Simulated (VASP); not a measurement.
# SrVO3 (Pm-3m) in VASP: single point with PBE+U

Aim: the single point of SrVO3 with PBE+U.

Everything below comes from runs of VASP 6.6.1. Logs are shortened: lines on timing, memory, paths and dates and some standing lists are left out, and cuts for length are marked.

### Step 1. The cell of the first run

It takes space group Pm-3m (No. 221, cubic). Conventional cell: a = 3.841 Å, b = 3.841 Å, c = 3.841 Å, α = 90.00°, β = 90.00°, γ = 90.00°. Sr (site symmetry m-3m) has 12 O at 2.72 Å and 8 V at 3.33 Å within 3.6 Å. Within 2.5 Å of V (site symmetry m-3m) lie 6 O at 1.92 Å. O (site symmetry 4/mmm) has 2 V at 1.92 Å within 2.5 Å. Within 2.5 Å of O (site symmetry 4/mmm) lie 2 V at 1.92 Å.

### Step 2. Single point, PBE+U, collinear spin, antiferromagnetic start

INCAR reads:

```
SYSTEM = SrVO3
ALGO = Normal
EDIFF = 1E-6
ENCUT = 600
GGA = PE
GGA_COMPAT = .FALSE.
ISIF = 2
ISMEAR = 0
ISPIN = 2
LASPH = .TRUE.
LCHARG = .FALSE.
LDAU = .TRUE.
LDAUJ = 0 0 0
LDAUL = -1 2 -1
LDAUPRINT = 1
LDAUTYPE = 2
LDAUU = 0 3.25 0
LMAXMIX = 4
LORBIT = 11
LREAL = .FALSE.
LWAVE = .FALSE.
MAGMOM = 0 0 1 -1 0 0 0 0 0 0
NBANDS = 56
NELM = 200
PREC = Accurate
SIGMA = 0.05
```

KPOINTS reads:

```
k-points
0
G
  4 4 6
  0 0 0
```

POSCAR reads:

```
SrVO3
1.0
    0.0000000000      3.8409000000      3.8409000000
    0.0000000000     -3.8409000000      3.8409000000
    3.8409000000      0.0000000000      0.0000000000
Sr V O
2 2 6
Direct
    0.5000000000      0.0000000000      0.5000000000
    1.0000000000      0.5000000000      0.5000000000
    0.0000000000      0.0000000000      0.0000000000
    0.5000000000      0.5000000000      0.0000000000
    0.0000000000      0.0000000000      0.5000000000
    0.2500000000     -0.2500000000      0.0000000000
    0.2500000000      0.2500000000      0.0000000000
    0.5000000000      0.5000000000      0.5000000000
    0.7500000000      0.2500000000      0.0000000000
    0.7500000000      0.7500000000      0.0000000000
```

Potentials or basis: VASP PAW PBE potentials, release 64 (Sr_sv, V_sv, O).

Started as:

```console
$ cat potpaw_PBE.64/Sr_sv/POTCAR potpaw_PBE.64/V_sv/POTCAR potpaw_PBE.64/O/POTCAR > POTCAR
$ mpirun -np 1 vasp_std > vasp.out
```

OUTCAR:

```text
SYSTEM = SrVO3
   EDIFF = 1E-6
   ENCUT = 600
   GGA = PE
   ISIF = 2
   ISMEAR = 0
   ISPIN = 2
   LASPH = .TRUE.
   LORBIT = 11
   LREAL = .FALSE.
   NELM = 200
   PREC = Accurate

 ion  position               nearest neighbor table
   1  0.500  0.000  0.500-   5 2.72   6 2.72   7 2.72   8 2.72   9 2.72  10 2.72   6 2.72   7 2.72
                             9 2.72  10 2.72   8 2.72   5 2.72   3 3.33   4 3.33   4 3.33   3 3.33
   2  0.000  0.500  0.500-   5 2.72   6 2.72   7 2.72   8 2.72   9 2.72  10 2.72   6 2.72   7 2.72
                             9 2.72  10 2.72   5 2.72   8 2.72   3 3.33   4 3.33   3 3.33   3 3.33
   3  0.000  0.000  0.000-   5 1.92   6 1.92   7 1.92   9 1.92  10 1.92   5 1.92   1 3.33   1 3.33
                             2 3.33   2 3.33   2 3.33   2 3.33   1 3.33   1 3.33
   4  0.500  0.500  0.000-   6 1.92   7 1.92   8 1.92   9 1.92  10 1.92   8 1.92   1 3.33   1 3.33
                             2 3.33   2 3.33   1 3.33   1 3.33   2 3.33   2 3.33
   5  0.000  0.000  0.500-   3 1.92   3 1.92   1 2.72   2 2.72   2 2.72   1 2.72
   6  0.250  0.750  0.000-   3 1.92   4 1.92   1 2.72   2 2.72   1 2.72   2 2.72
   7  0.250  0.250  0.000-   3 1.92   4 1.92   1 2.72   2 2.72   1 2.72   2 2.72
   8  0.500  0.500  0.500-   4 1.92   4 1.92   1 2.72   2 2.72   1 2.72   2 2.72
   9  0.750  0.250  0.000-   3 1.92   4 1.92   1 2.72   2 2.72   1 2.72   2 2.72
  10  0.750  0.750  0.000-   3 1.92   4 1.92   1 2.72   2 2.72   1 2.72   2 2.72

  LATTYP: Found a simple tetragonal cell.
 ALAT       =     5.4318528717
 C/A-ratio  =     0.7071067812

  Lattice vectors:

 A1 = (   0.0000000000,   3.8409000000,   3.8409000000)
 A2 = (   0.0000000000,  -3.8409000000,   3.8409000000)
 A3 = (   3.8409000000,   0.0000000000,   0.0000000000)

Analysis of symmetry for initial positions (statically):
=====================================================================
 Subroutine PRICEL returns following result:

  LATTYP: Found a simple cubic cell.
 ALAT       =     3.8409000000
[... 12 lines left out ...]
 Subroutine GETGRP returns: Found 16 space group operations
 (whereof 16 operations were pure point group operations)
 out of a pool of 16 trial point group operations.

The static configuration has the point symmetry D_4h.

Analysis of symmetry for dynamics (positions and initial velocities):
=====================================================================
 Subroutine PRICEL returns following result:

  LATTYP: Found a simple cubic cell.
 ALAT       =     3.8409000000
[... 12 lines left out ...]
 Subroutine GETGRP returns: Found 16 space group operations
 (whereof 16 operations were pure point group operations)
 out of a pool of 16 trial point group operations.

The dynamic configuration has the point symmetry D_4h.

Analysis of structural, dynamic, and magnetic symmetry:
[... 252 lines left out ...]
 Fermi energy:         5.8102987263

 spin component 1

 k-point     1 :       0.0000    0.0000    0.0000
  band No.  band energies     occupation
      1     -60.5183      1.00000
      2     -59.5080      1.00000
      3     -34.4138      1.00000
      4     -34.4138      1.00000
      5     -34.1814      1.00000
      6     -33.5701      1.00000
[... 1333 lines left out ...]
     52      12.5951      0.00000
     53      12.9419      0.00000
 Fermi energy:         5.8102987263

 spin component 2

 k-point     1 :       0.0000    0.0000    0.0000
  band No.  band energies     occupation
      1     -60.5183      1.00000
      2     -59.5080      1.00000
      3     -34.4138      1.00000
      4     -34.4138      1.00000
      5     -34.1814      1.00000
      6     -33.5701      1.00000
[... 1333 lines left out ...]
     52      12.5951      0.00000
     53      12.9419      0.00000
 [bands above 53 left out]

------------------------ aborting loop because EDIFF is reached ----------------------------------------

  FORCE on cell =-STRESS in cart. coord.  units (eV):
  Direction    XX          YY          ZZ          XY          YZ          ZX
  --------------------------------------------------------------------------------------
  -------------------------------------------------------------------------------------
  Total        5.4037363      6.2416657      6.2416657      0.0000000      0.0000000      0.0000000
  in kB       76.3968989     88.2433713     88.2433713      0.0000000      0.0000000      0.0000000
  external PRESSURE =      84.2945472 kB  Pullay stress =       0.0000000 kB

 VOLUME and BASIS-vectors are now :
 -----------------------------------------------------------------------------
  energy-cutoff  :      600.00
  volume of cell :      113.33
      direct lattice vectors                 reciprocal lattice vectors
     0.000000000  3.840900000  3.840900000     0.000000000  0.130177823  0.130177823
     0.000000000 -3.840900000  3.840900000     0.000000000 -0.130177823  0.130177823
     3.840900000  0.000000000  0.000000000     0.260355646  0.000000000  0.000000000

 POSITION                                       TOTAL-FORCE (eV/Angst)
 -----------------------------------------------------------------------------------
      1.92045      1.92045      1.92045         0.000000      0.000000     -0.000000
      1.92045     -1.92045      1.92045        -0.000000      0.000000     -0.000000
      0.00000      0.00000      0.00000         0.000000      0.000000     -0.000000
      0.00000      0.00000      3.84090        -0.000000      0.000000     -0.000000
      1.92045      0.00000      0.00000         0.000000      0.000000     -0.000000
      0.00000     -1.92045      3.84090         0.000000      0.000000      0.000000
      0.00000      0.00000      1.92045         0.000000     -0.000000      0.000000
      1.92045      0.00000      3.84090         0.000000      0.000000     -0.000000
      0.00000      1.92045      3.84090         0.000000     -0.000000     -0.000000
      0.00000      0.00000      5.76135         0.000000      0.000000     -0.000000
 -----------------------------------------------------------------------------------
    total drift:                               -0.000000      0.000000     -0.000000

  FREE ENERGIE OF THE ION-ELECTRON SYSTEM (eV)
  ---------------------------------------------------
  free  energy   TOTEN  =       -72.1140699926 eV

  energy  without entropy=      -72.1126537690  energy(sigma->0) =      -72.11336188

 total charge

# of ion       s       p       d       tot
------------------------------------------
    1        2.000   5.804   0.221   8.025
    2        2.000   5.804   0.221   8.025
    3        2.293   6.360   2.855  11.507
    4        2.293   6.360   2.855  11.507
    5        1.561   3.491   0.000   5.052
    6        1.560   3.509   0.000   5.068
    7        1.560   3.509   0.000   5.068
    8        1.561   3.491   0.000   5.052
    9        1.560   3.509   0.000   5.068
   10        1.560   3.509   0.000   5.068
--------------------------------------------------
tot         17.947  45.345   6.151  69.442

 magnetization (x)

# of ion       s       p       d       tot
------------------------------------------
    1        0.000   0.000   0.000   0.000
    2        0.000   0.000   0.000   0.000
    3        0.009   0.011   0.949   0.969
    4       -0.009  -0.011  -0.949  -0.969
    5       -0.003  -0.075   0.000  -0.078
    6        0.000   0.000   0.000   0.000
    7        0.000   0.000   0.000   0.000
    8        0.003   0.075   0.000   0.078
    9        0.000   0.000   0.000   0.000
   10        0.000   0.000   0.000   0.000
--------------------------------------------------
tot          0.000   0.000   0.000   0.000
```

Run time: 11 min. Hardware: 1 thread of Intel Xeon 8259CL, shared host; peak memory 0.5 GiB.

What came out:

```yaml
Free_energy: -72.1141 eV
Pressure: 8.4 GPa
Band_gap_on_the_k_mesh: zero (filled and empty bands overlap)
Net_moment: 0.00 μB per cell
Site_moments: Sr +0.00; V +0.97, -0.97; O -0.08, +0.00, +0.08 (each value once) μB
Valence_electrons_inside_the_program's_atomic_spheres: Sr 8.03; V 11.51; O 5.05, 5.07 (each value once)
```

Eigenvalues of the final occupation matrices:
```csv
site,spin,trace,eigenvalues
site 3 d,1,1.92,0.16 0.31 0.33 0.57 0.57
site 3 d,2,0.97,0.13 0.13 0.13 0.29 0.29
site 4 d,1,0.97,0.13 0.13 0.13 0.29 0.29
site 4 d,2,1.92,0.16 0.31 0.33 0.57 0.57
```

Caveat: the cell stands under pressure. The state reached can hang on the start; a lower one may exist.
